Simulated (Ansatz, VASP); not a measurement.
One calculation of Ta2N, two programs

Contents of INCAR:

```
  ALGO = Normal
  EDIFF = 1E-6
  ENCUT = 700
  GGA = CA
  GGA_COMPAT = F
  ISIF = 2
  ISMEAR = 0
  LASPH = T
  LCHARG = T
  LELF = T
  LREAL = F
  LVHAR = T
  LWAVE = F
  NBANDS = 22
  NELM = 120
  PREC = Accurate
  SIGMA = 0.15
```

File KPOINTS:

```
k-points
0
Gamma
  18 18 10
```

File POSCAR:

```
Ta2N
1.0
    3.1713158216      0.0000000000      0.0000000000
   -1.5856579108      2.7464400649      0.0000000000
    0.0000000000      0.0000000000      4.7002071792
Ta N
2 1
Direct
    0.6666666667      0.3333333333      0.7466885012
    0.3333333333      0.6666666667      0.2533114988
    0.0000000000      0.0000000000      0.0000000000
```

Input for Ansatz:

```yaml
crystal:
  lattice:
    - [3.1713158216, 0.0, 0.0]
    - [-1.5856579108, 2.7464400649, 0.0]
    - [0.0, 0.0, 4.7002071792]
  atoms:
    - { symbol: Ta, position: [0.6666666667, 0.3333333333, 0.7466885012] }
    - { symbol: Ta, position: [0.3333333333, 0.6666666667, 0.2533114988] }
    - { symbol: "N", position: [0.0, 0.0, 0.0] }
basis:
  ecutwfc: 520.0
kpoints:
  mp_grid: { grid: [18, 18, 10] }
hamiltonian:
  xc: lda
  pseudopotentials: { kind: paw, azcp: { folder: soft_1 } }
scf:
  occupations: { method: gaussian, width: 0.15 }
output:
  forces: true
  stress: true
  eigenvalues: true
  write_density: true
  write_potential: true
  elf: true
  volumetric_format: npy
```

Alike in both runs: task single point; functional LDA; k mesh 18 × 18 × 10; occupations gaussian, width 0.15 eV; no spin polarisation.

|  | VASP | Ansatz |
| --- | --- | --- |
| version | VASP 6.6.1 | Ansatz 0.2.0 |
| potentials or method | VASP PAW LDA potentials, release 64 (Ta_sv_GW, N), cutoff 700 eV | scalar-relativistic, plane waves, PAW |
| valence electrons in the cell | 31 | 31 |

|  | VASP | Ansatz | Ansatz less VASP |
| --- | --- | --- | --- |
| gap on the k mesh at the Fermi level (eV) | none | none | - |
| pressure (GPa) | -13.6 | -14.3 | -0.70 |
| traceless stress, the component that is largest in VASP (GPa) | 7.70 | 7.79 | +0.086 |
| rms of the force components (eV/Å) | 0.303 | 0.316 | +0.0139 |

Ansatz warns that its potentials were made for another functional, while VASP's fit it. LDA's correlation is that of Perdew and Zunger in VASP and of Perdew and Wang (1992) in Ansatz. Atom by atom the forces differ by 0.014 eV/Å (rms over components). A gap of «none» marks a metal or a gap that the smearing closes.

Neither program's run includes spin-orbit coupling.
